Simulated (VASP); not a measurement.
Here is a VASP 6.6.1 calculation.

File INCAR:

```
PREC = Accurate
ENCUT = 520
EDIFF = 1E-6
ISMEAR = 0
SIGMA = 0.03
LREAL = F
LASPH = T
NELM = 60
ALGO = Normal
ISIF = 2
LWAVE = F
LCHARG = T
LELF = T
LVHAR = T
NBANDS = 43
```

The input KPOINTS:

```
Automatic mesh
0
Gamma
  9 9 6
```

Contents of POSCAR:

```
Si2W
1.0
    4.5117692230      0.0000000000      0.0000000000
   -2.2558846115      3.9073067631      0.0000000000
    0.0000000000      0.0000000000      6.6832837500
Si W
6 3
Direct
    0.8149755729      0.6299511459      0.5000000000
    0.1850244271      0.8149755729      0.8333333333
    0.6299511459      0.8149755729      0.1666666667
    0.1850244271      0.3700488541      0.5000000000
    0.8149755729      0.1850244271      0.8333333333
    0.3700488541      0.1850244271      0.1666666667
    0.0000000000      0.5000000000      0.1666666667
    0.5000000000      0.5000000000      0.8333333333
    0.5000000000      0.0000000000      0.5000000000
```

Potentials or basis: VASP PAW LDA potentials, release 64 (Si, W_sv).

Launch:

```console
$ cat potpaw_LDA.64/Si/POTCAR potpaw_LDA.64/W_sv/POTCAR > POTCAR
$ mpirun -np 1 vasp_std > vasp.out
```

Task: Estimate the pressure.

Result: 5.6 GPa.

Task: Estimate the band gap on the k mesh.

Result: 0.47 eV (least direct gap 0.89 eV).

Task: Estimate the largest force.

Result: 2.713 eV/Å.

Stress tensor (GPa, compression positive):
```
 8.61  0.00  0.00
 0.00  8.61  0.00
 0.00  0.00 -0.34
```

Caveat: the stress differs along the axes, from -0 to 9 GPa; spin-orbit coupling is left out, which moves the levels of the heavy elements; forces of over 1 eV/Å act on the atoms, so gaps and moduli don't describe the material at rest. A k mesh can miss the band edges.
